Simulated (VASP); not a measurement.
# C (R-3m) in VASP: a series of runs, part 2 of 2

VASP 6.6.1. The steps go on from the part before.

### 3 Single point, PBEsol

INCAR

```
SYSTEM = C
PREC = Accurate
ENCUT = 520
EDIFF = 1E-6
ISMEAR = -1
SIGMA = 0.05
LREAL = .False.
LASPH = .True.
NELM = 100
ALGO = Normal
ISIF = 2
LWAVE = .False.
LCHARG = .False.
GGA = PS
NBANDS = 16
```

KPOINTS

```
Automatic mesh
0
Gamma
  12 12 12
  0 0 0
```

POSCAR

```
C
1.0
    1.2331880975      0.7119814801      8.2826151019
   -1.2331880975      0.7119814801      8.2826151019
    0.0000000000     -1.4239629601      8.2826151019
C
4
Direct
    0.0871730800      0.0871730800      0.0871730800
    0.7538500600      0.7538500600      0.7538500600
    0.2461499400      0.2461499400      0.2461499400
    0.9128269200      0.9128269200      0.9128269200
```

Potentials or basis: VASP PAW PBE potentials, release 64 (C).

Run with:

```
$ cat potpaw_PBE.64/C/POTCAR > POTCAR
$ mpirun -np 1 vasp_std > vasp.out
```

OUTCAR:

```text
SYSTEM = C
   PREC = Accurate
   ENCUT = 520
   EDIFF = 1E-6
   ISMEAR = -1
   LREAL = .False.
   LASPH = .True.
   NELM = 100
   ISIF = 2
   GGA = PS

 ion  position               nearest neighbor table
   1  0.087  0.087  0.087-   2 1.42   2 1.42   2 1.42
   2  0.754  0.754  0.754-   1 1.42   1 1.42   1 1.42
   3  0.246  0.246  0.246-   4 1.42   4 1.42   4 1.42
   4  0.913  0.913  0.913-   3 1.42   3 1.42   3 1.42

  LATTYP: Found a trigonal (rhomboedric) cell.
 ALAT       =     8.4041289518
 COS(alpha) =     0.9569371044

  Lattice vectors:

 A1 = (   1.2331880975,   0.7119814801,   8.2826151019)
 A2 = (  -1.2331880975,   0.7119814801,   8.2826151019)
 A3 = (   0.0000000000,  -1.4239629601,   8.2826151019)

Analysis of symmetry for initial positions (statically):
=====================================================================
 Subroutine PRICEL returns:
 Original cell was already a primitive cell.

[... 166 lines left out ...]
  ext. energy  EPLUGINS =         0.00000000
  ---------------------------------------------------
  free energy    TOTEN  =       -38.56319278 eV

  energy without entropy =      -38.56157561  energy(sigma->0) =      -38.56238419

 E-fermi :   2.9326     XC(G=0):  -9.0430

 val. band max:        2.8390353261   @ k =  -0.3333   0.3333   0.0000
 cond. band min:       3.0250179539   @ k =  -0.1667   0.5000   0.1667
 fundamental gap:      0.1859826278
 Fermi energy:         2.9326496233

 k-point     1 :       0.0000    0.0000    0.0000
  band No.  band energies     occupation
      1     -16.5719      2.00000
      2     -16.5178      2.00000
      3      -5.0145      2.00000
      4      -4.3956      2.00000
      5      -0.0729      2.00000
      6      -0.0729      2.00000
[... 433 lines left out ...]
      3      -9.9045      2.00000
      4      -9.8803      2.00000
      5      -5.2947      2.00000
      6      -5.2870      2.00000
[... 8 lines left out ...]
     15      14.3773      0.00000
     16      16.0117      0.00000

 [... further k-points ...]
[... 5 lines left out ...]
  --------------------------------------------------------------------------------------
  -------------------------------------------------------------------------------------
  Total       -0.5943245     -0.5943245     -0.0590866     -0.0000000     -0.0000000     -0.0000000
  in kB      -21.8231519    -21.8231519     -2.1696172     -0.0000000     -0.0000000     -0.0000000
  external PRESSURE =     -15.2719736 kB  Pullay stress =       0.0000000 kB

 VOLUME and BASIS-vectors are now :
 -----------------------------------------------------------------------------
  energy-cutoff  :      520.00
  volume of cell :       43.63
      direct lattice vectors                 reciprocal lattice vectors
     1.233188098  0.711981480  8.282615102     0.405453151  0.234088486  0.040244938
    -1.233188098  0.711981480  8.282615102    -0.405453151  0.234088486  0.040244938
     0.000000000 -1.423962960  8.282615102     0.000000000 -0.468176972  0.040244938

 POSITION                                       TOTAL-FORCE (eV/Angst)
 -----------------------------------------------------------------------------------
      0.00000      0.00000      2.16606         0.000000      0.000000      0.002745
      0.00000      0.00000     18.73155         0.000000     -0.000000     -0.004748
      0.00000      0.00000      6.11630         0.000000      0.000000      0.004748
      0.00000      0.00000     22.68178         0.000000     -0.000000     -0.002745
 -----------------------------------------------------------------------------------
    total drift:                               -0.000000      0.000000      0.000000

  FREE ENERGIE OF THE ION-ELECTRON SYSTEM (eV)
  ---------------------------------------------------
  free  energy   TOTEN  =       -38.5631927799 eV

  energy  without entropy=      -38.5615756052  energy(sigma->0) =      -38.56238419
```

stdout:

```text
POSCAR found type information on POSCAR C
 POSCAR found :  1 types and       4 ions
 scaLAPACK will be used
 -----------------------------------------------------------------------------
|                                                                             |
|                                                                             |
|     You enforced a specific xc type in the INCAR file but a different       |
|     I HOPE YOU KNOW WHAT YOU ARE DOING!                                     |
|                                                                             |
 -----------------------------------------------------------------------------

 LDA part: xc-table for (Slater+PW92), standard interpolation
 POSCAR, INCAR and KPOINTS ok, starting setup
 FFT: planning ... GRIDC
 FFT: planning ... GRID_SOFT
 FFT: planning ... GRID
 WAVECAR not read
 entering main loop
```

Wall time 10 min (1 thread of Intel Xeon Platinum 8559C (Emerald Rapids), shared host); peak memory 0.57 GiB.

Results:

- Free energy: -38.5632 eV
- Pressure: -1.5 GPa
- Largest force: 0.005 eV/Å
- Band gap on the k mesh: 0.19 eV, direct

Forces on the atoms (eV/Å):
```
C    0.000  0.000  0.003
C    0.000  0.000 -0.005
C    0.000  0.000  0.005
C    0.000  0.000 -0.003
```

Stress tensor (GPa, compression positive):
```
-2.18  0.00  0.00
 0.00 -2.18  0.00
 0.00  0.00 -0.22
```

Levels at points of the mesh, in eV from the valence-band top:
| k point | band 6 | band 7 | band 8 | band 9 | band 10 | band 11 |
| --- | --- | --- | --- | --- | --- | --- |
| (0.00, 0.00, 0.00) | -2.91 | -2.91 | -2.91 | 3.21 | 6.86 | 8.37 |
| (0.50, 0.00, 0.00) | -6.30 | -2.43 | -2.11 | 1.51 | 1.98 | 7.42 |
| (0.50, 0.50, 0.00) | -6.30 | -2.37 | -2.17 | 1.60 | 1.88 | 7.39 |
| (0.50, 0.50, 0.50) | -2.91 | -2.91 | -2.91 | 4.45 | 4.77 | 8.37 |

Caveat: the PAW data sets were made with another functional, which shifts forces and pressure a little. A k mesh can miss the band edges.

### 4 Single point, PBEsol

INCAR

```
ALGO = Normal
EDIFF = 1E-6
ENCUT = 520
GGA = PS
ISIF = 2
ISMEAR = 0
LASPH = T
LCHARG = F
LREAL = F
LWAVE = F
NBANDS = 16
NELM = 100
PREC = Accurate
SIGMA = 0.1
```

KPOINTS

```
k-points
0
Gamma
  12 12 12
```

POSCAR is that of step 3.

Run with:

```
$ cat potpaw_PBE.64/C/POTCAR > POTCAR
$ mpirun -np 1 vasp_std > vasp.out
```

It took 23 min on 1 thread of AMD EPYC 7R43 (Zen 3), shared host; peak memory 0.51 GiB.

The run converged. Its results:

```
Free energy            : -38.5629 eV
Pressure               : -1.5 GPa
Largest force          : 0.004 eV/Å
Band gap on the k mesh : 0.19 eV, direct
```

Forces in eV/Å, atoms in the order of the input:
```
C    0.000  0.000  0.003
C    0.000  0.000 -0.004
C    0.000  0.000  0.004
C    0.000  0.000 -0.003
```

Stress tensor (GPa, compression positive):
```
-2.18  0.00  0.00
 0.00 -2.18  0.00
 0.00  0.00 -0.23
```

Levels at points of the mesh, in eV from the valence-band top:
| k point | band 6 | band 7 | band 8 | band 9 | band 10 | band 11 |
| --- | --- | --- | --- | --- | --- | --- |
| (0.00, 0.00, 0.00) | -2.91 | -2.91 | -2.91 | 3.21 | 6.86 | 8.37 |
| (0.50, 0.00, 0.00) | -6.30 | -2.43 | -2.11 | 1.51 | 1.98 | 7.42 |
| (0.50, 0.50, 0.00) | -6.30 | -2.37 | -2.17 | 1.60 | 1.88 | 7.39 |
| (0.50, 0.50, 0.50) | -2.91 | -2.91 | -2.91 | 4.45 | 4.77 | 8.37 |

Caveat: the PAW data sets were made with another functional, which shifts forces and pressure a little. A k mesh can miss the band edges.

### 5 Single point, LDA

INCAR

```
PREC = Accurate
ENCUT = 520
EDIFF = 1E-6
ISMEAR = 0
SIGMA = 0.02
LREAL = False
LASPH = True
NELM = 80
ALGO = Normal
ISIF = 2
LWAVE = False
LCHARG = False
NBANDS = 16
```

KPOINTS

```
Automatic mesh
0
Gamma
  12 12 12
```

POSCAR is that of step 4.

Potentials or basis: VASP PAW LDA potentials, release 64 (C).

Run with:

```
$ cat potpaw_LDA.64/C/POTCAR > POTCAR
$ mpirun -np 1 vasp_std > vasp.out
```

Wall time 23 min (1 thread of AMD EPYC 7R43 (Zen 3), shared host); peak memory 0.39 GiB.

It converged, with:

* Free energy: -40.3637 eV
* Pressure: -5.5 GPa
* Largest force: 0.010 eV/Å
* Band gap on the k mesh: 0.19 eV, direct

Forces on the atoms (eV/Å):
```
C    0.000  0.000  0.010
C    0.000  0.000  0.003
C    0.000  0.000 -0.003
C    0.000  0.000 -0.010
```

Stress tensor (GPa, compression positive):
```
-7.72  0.00  0.00
 0.00 -7.72  0.00
 0.00  0.00 -1.07
```

Levels at points of the mesh, in eV from the valence-band top:
| k point | band 4 | band 5 | band 6 | band 7 | band 8 | band 9 | band 10 | band 11 | band 12 | band 13 |
| --- | --- | --- | --- | --- | --- | --- | --- | --- | --- | --- |
| (0.00, 0.00, 0.00) | -7.21 | -2.94 | -2.94 | -2.94 | -2.94 | 2.88 | 6.49 | 8.35 | 8.35 | 8.36 |
| (0.50, 0.00, 0.00) | -13.03 | -6.31 | -6.30 | -2.42 | -2.09 | 1.48 | 1.97 | 7.52 | 7.56 | 10.49 |
| (0.50, 0.50, 0.00) | -13.03 | -6.31 | -6.30 | -2.36 | -2.16 | 1.57 | 1.86 | 7.50 | 7.58 | 10.86 |
| (0.50, 0.50, 0.50) | -7.46 | -2.94 | -2.94 | -2.94 | -2.94 | 4.09 | 4.47 | 8.35 | 8.35 | 8.36 |

### 6 Single point, RPBE

INCAR

```
SYSTEM = C
ALGO = Normal
EDIFF = 1E-6
ENCUT = 520
GGA = RP
ISIF = 2
ISMEAR = -1
LASPH = .TRUE.
LCHARG = .TRUE.
LELF = .TRUE.
LREAL = .FALSE.
LVHAR = .TRUE.
LWAVE = .FALSE.
NBANDS = 16
NELM = 60
PREC = Accurate
SIGMA = 0.05
```

KPOINTS

```
k-points
0
G
  12 12 12
  0 0 0
```

POSCAR

```
C
1.0
    1.2331881000      0.7119814815      8.2826151033
   -1.2331881000      0.7119814815      8.2826151033
    0.0000000000     -1.4239629630      8.2826151033
C
4
Direct
    0.0871730800      0.0871730800      0.0871730800
    0.9128269200      0.9128269200      0.9128269200
    0.7538500600      0.7538500600      0.7538500600
    0.2461499400      0.2461499400      0.2461499400
```

Potentials or basis: VASP PAW PBE potentials, release 64 (C).

Run with:

```
$ cat potpaw_PBE.64/C/POTCAR > POTCAR
$ mpirun -np 1 vasp_std > vasp.out
```

Wall time 18 min (1 thread of Intel Xeon 6975P-C, shared host); peak memory 0.58 GiB.

It converged, with:

```yaml
Free_energy: -35.2527 eV
Pressure: 3.5 GPa
Largest_force: 0.020 eV/Å
Band_gap_on_the_k_mesh: 0.18 eV, direct
```

Forces in eV/Å, atoms in the order of the input:
```
C    0.000  0.000 -0.013
C    0.000  0.000  0.013
C    0.000  0.000 -0.020
C    0.000  0.000  0.020
```

Stress tensor (GPa, compression positive):
```
4.74 0.00 0.00
0.00 4.74 0.00
0.00 0.00 0.88
```

Levels at points of the mesh, in eV from the valence-band top:
| k point | band 6 | band 7 | band 8 | band 9 | band 10 | band 11 |
| --- | --- | --- | --- | --- | --- | --- |
| (0.00, 0.00, 0.00) | -2.94 | -2.94 | -2.94 | 3.54 | 7.23 | 8.40 |
| (0.50, 0.00, 0.00) | -6.32 | -2.43 | -2.12 | 1.58 | 2.02 | 7.41 |
| (0.50, 0.50, 0.00) | -6.32 | -2.37 | -2.18 | 1.67 | 1.92 | 7.39 |
| (0.50, 0.50, 0.50) | -2.94 | -2.94 | -2.94 | 4.68 | 5.20 | 8.40 |

Caveat: the PAW data sets were made with another functional, which shifts forces and pressure a little.

### 7 Overview

```tsv
level	potentials or basis	smearing	gap on the mesh (eV)	pressure (GPa)	largest force (eV/Å)
LDA	VASP PAW LDA potentials, release 64 (C)	fermi-dirac 0.05 eV	0.19	-5.5	0.01
PBEsol	VASP PAW PBE potentials, release 64 (C)	fermi-dirac 0.05 eV	0.19	-1.5	-
PBEsol	VASP PAW PBE potentials, release 64 (C)	gaussian 0.1 eV	0.19	-1.5	-
LDA	VASP PAW LDA potentials, release 64 (C)	gaussian 0.02 eV	0.19	-5.5	0.01
RPBE	VASP PAW PBE potentials, release 64 (C)	fermi-dirac 0.05 eV	0.18	3.5	0.02
```

Alike in all rows: task single point; no spin polarisation; cell as given; k mesh 12 × 12 × 12; cutoff (eV) 520.

Caveats: the PAW data sets were made with another functional, which shifts forces and pressure a little (some runs).

Total energies depend on the potentials used, so only differences within one code and one set of settings carry meaning.
